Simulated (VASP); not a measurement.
**Zr: single point with PBEsol**

Crystal: Zr.

```
CELL_PARAMETERS angstrom
-1.76527 1.76527 1.76527
1.76527 -1.76527 1.76527
1.76527 1.76527 -1.76527
ATOMIC_POSITIONS crystal
Zr 0.00000 0.00000 0.00000
```

```json
{
 "Program": "VASP 6.6.1",
 "Task": "single point",
 "Functional": "PBEsol",
 "Potentials or basis": "VASP PAW PBE potentials, release 64 (Zr_sv)",
 "Cutoff": "500 eV",
 "k mesh": "8 × 8 × 8",
 "Occupations": "fermi-dirac, width 0.05 eV",
 "Spin": "no spin polarisation"
}
```

- Pressure: 0.1 GPa
- Band gap on the k mesh: zero (band 6 reaches 10.35 eV, above the bottom of band 7 at 8.62 eV)

Levels at points of the mesh, in eV from the Fermi level:
| k point | band 4 | band 5 | band 6 | band 7 | band 8 | band 9 |
| --- | --- | --- | --- | --- | --- | --- |
| (0.00, 0.00, 0.00) | -25.75 | -5.49 | 1.12 | 1.12 | 1.12 | 3.77 |
| (0.50, 0.00, 0.00) | -25.76 | -2.97 | -0.79 | 1.83 | 3.78 | 4.50 |
| (0.50, 0.50, 0.50) | -26.54 | -2.79 | -2.79 | 6.02 | 6.02 | 6.02 |

Wall time 8.6 s on 1 thread of Intel Xeon 8259CL, with other jobs on the host, peak memory 0.14 GiB.

Caveat: the PAW data sets were made with another functional, which shifts forces and pressure a little.
